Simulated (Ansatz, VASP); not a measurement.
C: VASP beside Ansatz

INCAR

```
PREC = Accurate
ENCUT = 520
EDIFF = 1E-6
ISMEAR = 0
SIGMA = 0.15
LREAL = F
LASPH = T
NELM = 100
ALGO = Normal
ISIF = 2
LWAVE = F
LCHARG = F
GGA = PS
NBANDS = 16
```

File KPOINTS:

```
regular mesh
0
Gamma
  18 18 6
```

File POSCAR:

```
C
1.0
    1.1720581540     -2.1786926318      0.0000000000
    1.1720581540      2.1786926318      0.0000000000
    0.0000000000      0.0000000000      7.3778182888
C
4
Direct
    0.0833216498      0.9166783502      0.7498439858
    0.5833216498      0.4166783502      0.2501560142
    0.9166783502      0.0833216498      0.2501560142
    0.4166783502      0.5833216498      0.7498439858
```

Input for Ansatz:

```yaml
crystal:
  lattice:
    - [1.172058154, -2.1786926318, 0.0]
    - [1.172058154, 2.1786926318, 0.0]
    - [0.0, 0.0, 7.3778182888]
  atoms:
    - { symbol: C, position: [0.0833216498, 0.9166783502, 0.7498439858] }
    - { symbol: C, position: [0.5833216498, 0.4166783502, 0.2501560142] }
    - { symbol: C, position: [0.9166783502, 0.0833216498, 0.2501560142] }
    - { symbol: C, position: [0.4166783502, 0.5833216498, 0.7498439858] }
basis:
  ecutwfc: 520.0
kpoints:
  mp_grid: { grid: [18, 18, 6] }
hamiltonian:
  xc: pbesol
  pseudopotentials: { kind: paw, azcp: { folder: soft_1 } }
scf:
  occupations: { method: gaussian, width: 0.15 }
output:
  forces: true
  stress: true
  eigenvalues: true
```

Change from the starting cell: normal strain along x -0.0467, normal strain along y +0.0233.

Alike in both runs: task single point; functional PBEsol; k mesh 18 × 18 × 6; occupations gaussian, width 0.15 eV; no spin polarisation.

|  | VASP | Ansatz |
| --- | --- | --- |
| version | VASP 6.6.1 | Ansatz 0.2.0 |
| potentials or method | VASP PAW PBE potentials, release 64 (C), cutoff 520 eV | scalar-relativistic, plane waves, PAW |
| valence electrons in the cell | 16 | 16 |

|  | VASP | Ansatz | Ansatz less VASP |
| --- | --- | --- | --- |
| gap on the k mesh at the Fermi level (eV) | 0.46 | 0.46 | -0.002 |
| least direct gap on the mesh (eV) | 0.46 | 0.46 | -0.002 |
| pressure (GPa) | 11.8 | 11.2 | -0.69 |
| traceless stress, the component that is largest in VASP (GPa) | 37.11 | 36.63 | -0.484 |
| rms of the force components (eV/Å) | 0.558 | 0.548 | -0.0104 |

VASP's potentials were made for PBE, not for PBEsol, and Ansatz warns of the same on its side. Atom by atom the forces differ by 0.010 eV/Å (rms over components).
